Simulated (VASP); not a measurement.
# BaF2 (Fm-3m) in VASP: single point with PBE

Aim: the single point of BaF2 with PBE.

Everything below comes from runs of VASP 6.6.1. Logs are shortened: lines on timing, memory, paths and dates and some standing lists are left out, and cuts for length are marked.

## (1) The cell of the first run

Symmetry: Fm-3m, No. 225, cubic system. The conventional cell has a = 6.221 Å, b = 6.221 Å, c = 6.221 Å, α = 90.00°, β = 90.00°, γ = 90.00°. Ba (site symmetry m-3m) has 8 F at 2.69 Å within 3.6 Å. F (site symmetry -43m) has 4 Ba at 2.69 Å and 6 F at 3.11 Å within 3.6 Å.

## (2) Single point, PBE

The input, INCAR:

```
PREC = Accurate
ENCUT = 1350
EDIFF = 1E-6
ISMEAR = 0
SIGMA = 0.05
LREAL = False
LASPH = True
NELM = 120
ALGO = Normal
ISIF = 2
LWAVE = False
LCHARG = False
GGA = PE
NBANDS = 19
GGA_COMPAT = False
```

The input, KPOINTS:

```
Automatic mesh
0
Gamma
  10 10 10
```

The input, POSCAR:

```
BaF2
1.0
    0.0000000000      3.1103474992      3.1103474992
    3.1103474992      0.0000000000      3.1103474992
    3.1103474992      3.1103474992      0.0000000000
Ba F
1 2
Direct
    0.0000000000      0.0000000000      0.0000000000
    0.2500000000      0.2500000000      0.2500000000
    0.7500000000      0.7500000000      0.7500000000
```

Potentials or basis: VASP PAW PBE potentials, release 64 (Ba_sv, F_h).

Command:

```sh
> cat potpaw_PBE.64/Ba_sv/POTCAR potpaw_PBE.64/F_h/POTCAR > POTCAR
> mpirun -np 1 vasp_std > vasp.out
```

OUTCAR:

```text
PREC = Accurate
   ENCUT = 1350
   EDIFF = 1E-6
   ISMEAR = 0
   LREAL = False
   LASPH = True
   NELM = 120
   ISIF = 2
   GGA = PE

 ion  position               nearest neighbor table
   1  0.000  0.000  0.000-   3 2.69   3 2.69   3 2.69   2 2.69   3 2.69   2 2.69   2 2.69   2 2.69

   2  0.250  0.250  0.250-   1 2.69   1 2.69   1 2.69   1 2.69
   3  0.750  0.750  0.750-   1 2.69   1 2.69   1 2.69   1 2.69

  LATTYP: Found a face centered cubic cell.
 ALAT       =     6.2206949984

  Lattice vectors:

 A1 = (   0.0000000000,   3.1103474992,   3.1103474992)
 A2 = (   3.1103474992,   0.0000000000,   3.1103474992)
 A3 = (   3.1103474992,   3.1103474992,   0.0000000000)

Analysis of symmetry for initial positions (statically):
=====================================================================
 Subroutine PRICEL returns:
 Original cell was already a primitive cell.

 Routine SETGRP: Setting up the symmetry group for a
 face centered cubic supercell.

 Subroutine GETGRP returns: Found 48 space group operations
 (whereof 48 operations were pure point group operations)
 out of a pool of 48 trial point group operations.

The static configuration has the point symmetry O_h .

Analysis of symmetry for dynamics (positions and initial velocities):
=====================================================================
 Subroutine PRICEL returns:
 Original cell was already a primitive cell.

 Routine SETGRP: Setting up the symmetry group for a
 face centered cubic supercell.

 Subroutine GETGRP returns: Found 48 space group operations
 (whereof 48 operations were pure point group operations)
 out of a pool of 48 trial point group operations.

The dynamic configuration has the point symmetry O_h .

 Subroutine INISYM returns: Found 48 space group operations
 (whereof 48 operations are pure point group operations),
 and found     1 'primitive' translations

----------------------------------------------------------------------------------------

                                     Primitive cell

  volume of cell :      60.1806

  direct lattice vectors                    reciprocal lattice vectors
     0.000000000  3.110347499  3.110347499    -0.160753742  0.160753742  0.160753742
     3.110347499  0.000000000  3.110347499     0.160753742 -0.160753742  0.160753742
     3.110347499  3.110347499  0.000000000     0.160753742  0.160753742 -0.160753742

  length of vectors
     4.398695617  4.398695617  4.398695617     0.278433649  0.278433649  0.278433649

  position of ions in fractional coordinates (direct lattice)
     0.000000000  0.000000000  0.000000000
     0.250000000  0.250000000  0.250000000
     0.750000000  0.750000000  0.750000000

  ion indices of the primitive-cell ions
   primitive index   ion index
                 1           1
                 2           2
                 3           3

----------------------------------------------------------------------------------------

 KPOINTS: Automatic mesh

Automatic generation of k-mesh.
 Grid dimensions read from file:
 generate k-points for:   10   10   10

 Generating k-lattice:

  Cartesian coordinates                     Fractional coordinates (reciprocal lattice)
    -0.016075374  0.016075374  0.016075374     0.100000000  0.000000000  0.000000000
     0.016075374 -0.016075374  0.016075374     0.000000000  0.100000000  0.000000000
     0.016075374  0.016075374 -0.016075374     0.000000000  0.000000000  0.100000000

  Length of vectors
     0.027843365  0.027843365  0.027843365

  Shift w.r.t. Gamma in fractional coordinates (k-lattice)
     0.000000000  0.000000000  0.000000000

 Subroutine IBZKPT returns following result:
 ===========================================

 Found     47 irreducible k-points:

 Following reciprocal coordinates:
            Coordinates               Weight
  0.000000  0.000000  0.000000      1.000000
  0.100000  0.000000  0.000000      8.000000
  0.200000  0.000000  0.000000      8.000000
  0.300000  0.000000  0.000000      8.000000
  0.400000  0.000000  0.000000      8.000000
  0.500000  0.000000  0.000000      4.000000
[... 16 lines left out ...]
  0.300000  0.300000  0.000000      6.000000
  0.400000  0.300000  0.000000     24.000000
 [... further k-points ...]
   k-points           NKPTS =     47   k-points in BZ     NKDIM =     47   number of bands    NBANDS=     19
   number of dos      NEDOS =    301   number of ions     NIONS =      3
   total plane-waves  NPLWV = 157464
   dimension x,y,z NGX =    54 NGY =   54 NGZ =   54
   dimension x,y,z NGXF=   108 NGYF=  108 NGZF=  108
   ions per type =               1   2
   NGX,Y,Z   is equivalent  to a cutoff of  20.41, 20.41, 20.41 a.u.
   NGXF,Y,Z  is equivalent  to a cutoff of  40.82, 40.82, 40.82 a.u.
 SYSTEM =  unknown system
   PREC   = accura    normal or accurate (medium, high low for compatibility)
   ISTART =      0    job   : 0-new  1-cont  2-samecut
   ICHARG =      2    charge: 1-file 2-atom 10-const
   ISPIN  =      1    spin polarized calculation?
   LNONCOLLINEAR =      F non collinear calculations
   LSORBIT =      F    spin-orbit coupling
   LASPH  =      T    aspherical Exc in radial PAW
   ENCUT  = 1350.0 eV  99.22 Ry    9.96 a.u.  13.18 13.18 13.18*2*pi/ulx,y,z
   NELM   =    120;   NELMIN=  2; NELMDL= -5     # of ELM steps
   EDIFF  = 0.1E-05   stopping-criterion for ELM
   LREAL  =      F    real-space projection
   EDIFFG = 0.1E-04   stopping-criterion for IOM
   NSW    =      0    number of steps for IOM
   IBRION =     -1    ionic relax: 0-MD 1-quasi-New 2-CG
   NFREE  =      0    steps in history (QN), initial steepest desc. (CG)
   ISIF   =      2    stress and relaxation
   ISYM   =      2    0-nonsym 1-usesym 2-fastsym
   POTIM  = 0.5000    time-step for ionic-motion
   TEBEG  =    0.0;   TEEND  =   0.0 temperature during run
   PSTRESS=    0.0 pullay stress
   NELECT =      24.0000    total number of electrons
   NUPDOWN=      -1.0000    fix difference up-down
   EMIN   =  10.00;   EMAX   =-10.00  energy-range for DOS
   EFERMI =   0.00;   METHOD = LEGACY
   ISMEAR =     0;   SIGMA  =   0.05  broadening in eV -4-tet -1-fermi 0-gaus
   EFERMI_NEDOS =   21; number of points for ismear=-14 and -15
   IALGO  =     38    algorithm
   IMIX   =      4    mixing-type and parameters
     AMIX     =   0.40;   BMIX     =  1.00
     AMIX_MAG =   1.60;   BMIX_MAG =  1.00
  volume/ion in A,a.u.               =      20.06       135.37
  Fermi-wavevector in a.u.,A,eV,Ry     =   1.205017  2.277151 19.756541  1.452065
  Thomas-Fermi vector in A             =   2.340725
   LORBIT       =      0    0 simple, 1 ext, 2 COOP (PROOUT), +10 PAW based schemes
   GGA     = PE    functional components
   LHFCALC =     F    Hartree Fock is set to
   AEXX    =    0.0000 exact exchange contribution
   IVDW    =     0    specifies the selected vdW correction
   LEPSILON=     F    determine dielectric tensor
   LRPA    =     F    only Hartree local field effects (RPA)
 non-spin polarized calculation
 Gauss-broadening in eV      SIGMA  =   0.05
  energy-cutoff  :     1350.00
  volume of cell :       60.18
 maximum number of plane-waves:      6855
 NGX is ok and might be reduce to    54
   NGX = 27   NGY = 27   NGZ = 27

 number of electron      23.9999998 magnetization

 Free energy of the ion-electron system (eV)
  ---------------------------------------------------
  ext. energy  EPLUGINS =         0.00000000
  ---------------------------------------------------
  free energy    TOTEN  =       -17.13272339 eV

  energy without entropy =      -17.13272339  energy(sigma->0) =      -17.13272339

 E-fermi :  -1.5457     XC(G=0):  -8.6535

 val. band max:       -1.8253678006   @ k =  -0.2000   0.2000   0.0000
 cond. band min:       4.9009017302   @ k =   0.0000   0.0000   0.0000
 fundamental gap:      6.7262695308
 Fermi energy:        -1.5456891465

 k-point     1 :       0.0000    0.0000    0.0000
  band No.  band energies     occupation
      1     -24.9461      2.00000
      2     -20.7424      2.00000
      3     -20.7063      2.00000
      4      -9.8003      2.00000
      5      -9.8003      2.00000
      6      -9.8003      2.00000
[... 11 lines left out ...]
     18       9.4832      0.00000
     19      13.5574      0.00000

 k-point     2 :       0.1000    0.0000    0.0000
  band No.  band energies     occupation
      1     -24.9282      2.00000
      2     -20.7517      2.00000
      3     -20.7290      2.00000
      4      -9.8183      2.00000
      5      -9.8155      2.00000
      6      -9.8155      2.00000
[... 11 lines left out ...]
     18       9.4920      0.00000
     19      13.0981      0.00000

 k-point     3 :       0.2000    0.0000    0.0000
  band No.  band energies     occupation
      1     -24.8800      2.00000
      2     -20.7991      2.00000
      3     -20.7668      2.00000
      4      -9.8618      2.00000
      5      -9.8545      2.00000
      6      -9.8545      2.00000
[... 11 lines left out ...]
     18       9.5231      0.00000
     19      12.2364      0.00000

 k-point     4 :       0.3000    0.0000    0.0000
  band No.  band energies     occupation
      1     -24.8182      2.00000
      2     -20.8806      2.00000
      3     -20.7931      2.00000
      4      -9.9097      2.00000
      5      -9.9014      2.00000
      6      -9.9014      2.00000
[... 407 lines left out ...]
     18       9.9615      0.00000
     19      12.2424      0.00000

 k-point    23 :       0.3000    0.3000    0.0000
  band No.  band energies     occupation
      1     -24.7742      2.00000
      2     -20.9262      2.00000
      3     -20.8216      2.00000
      4     -10.0522      2.00000
      5     -10.0522      2.00000
      6      -9.7057      2.00000
[... 11 lines left out ...]
     18       9.7968      0.00000
     19      13.5082      0.00000

 k-point    24 :       0.4000    0.3000    0.0000
  band No.  band energies     occupation
      1     -24.7322      2.00000
      2     -20.9723      2.00000
      3     -20.8465      2.00000
      4     -10.0942      2.00000
      5     -10.0935      2.00000
      6      -9.7072      2.00000
[... 11 lines left out ...]
     18      10.0708      0.00000
     19      12.8676      0.00000

 [... further k-points ...]

------------------------ aborting loop because EDIFF is reached ----------------------------------------

  FORCE on cell =-STRESS in cart. coord.  units (eV):
  Direction    XX          YY          ZZ          XY          YZ          ZX
  --------------------------------------------------------------------------------------
  -------------------------------------------------------------------------------------
  Total        0.6019767      0.6019767      0.6019767      0.0000000      0.0000000      0.0000000
  in kB       16.0263098     16.0263098     16.0263098      0.0000000      0.0000000      0.0000000
  external PRESSURE =      16.0263098 kB  Pullay stress =       0.0000000 kB

 VOLUME and BASIS-vectors are now :
 -----------------------------------------------------------------------------
  energy-cutoff  :     1350.00
  volume of cell :       60.18
      direct lattice vectors                 reciprocal lattice vectors
     0.000000000  3.110347499  3.110347499    -0.160753742  0.160753742  0.160753742
     3.110347499  0.000000000  3.110347499     0.160753742 -0.160753742  0.160753742
     3.110347499  3.110347499  0.000000000     0.160753742  0.160753742 -0.160753742

 POSITION                                       TOTAL-FORCE (eV/Angst)
 -----------------------------------------------------------------------------------
      0.00000      0.00000      0.00000         0.000000      0.000000      0.000000
      1.55517      1.55517      1.55517        -0.000000     -0.000000     -0.000000
      4.66552      4.66552      4.66552         0.000000      0.000000     -0.000000
 -----------------------------------------------------------------------------------
    total drift:                                0.000000      0.000000      0.000000

  FREE ENERGIE OF THE ION-ELECTRON SYSTEM (eV)
  ---------------------------------------------------
  free  energy   TOTEN  =       -17.1327233917 eV

  energy  without entropy=      -17.1327233917  energy(sigma->0) =      -17.13272339
```

Run time: 2.4 min. Hardware: 1 thread of Intel Xeon Platinum 8488C (Sapphire Rapids), shared host; peak memory 0.52 GiB.

What came out:

```yaml
Free_energy: -17.1327 eV
Pressure: 1.6 GPa
Band_gap_on_the_k_mesh: 6.73 eV (least direct gap 6.80 eV)
```

Caveat: spin-orbit coupling is left out, which moves the levels of the heavy elements. A k mesh can miss the band edges.
